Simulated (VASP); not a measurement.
Here is a VASP 6.6.1 calculation.

Contents of INCAR:

```
ALGO = Normal
EDIFF = 1E-6
ENCUT = 520
GGA = PS
ISIF = 2
ISMEAR = 0
LASPH = T
LCHARG = F
LREAL = F
LWAVE = F
NBANDS = 8
NELM = 80
PREC = Accurate
SIGMA = 0.15
```

Contents of KPOINTS:

```
k-points
0
Gamma
  20 20 20
```

POSCAR

```
Al
1.0
    0.0000000000      2.0543397000      2.0543397000
    2.0543397000      0.0000000000      2.0543397000
    2.0543397000      2.0543397000      0.0000000000
Al
1
Direct
    0.0000000000      0.0000000000      0.0000000000
```

Potentials or basis: VASP PAW PBE potentials, release 64 (Al).

Command:

```bash
$ cat potpaw_PBE.64/Al/POTCAR > POTCAR
$ mpirun -np 1 vasp_std > vasp.out
```

Problem. Predict the pressure.

Solution. -4.8 GPa.

Caveat: the cell differs from its parent crystal (strain +0.015 along x and y, +0.015 along z); the PAW data sets were made with another functional, which shifts forces and pressure a little.
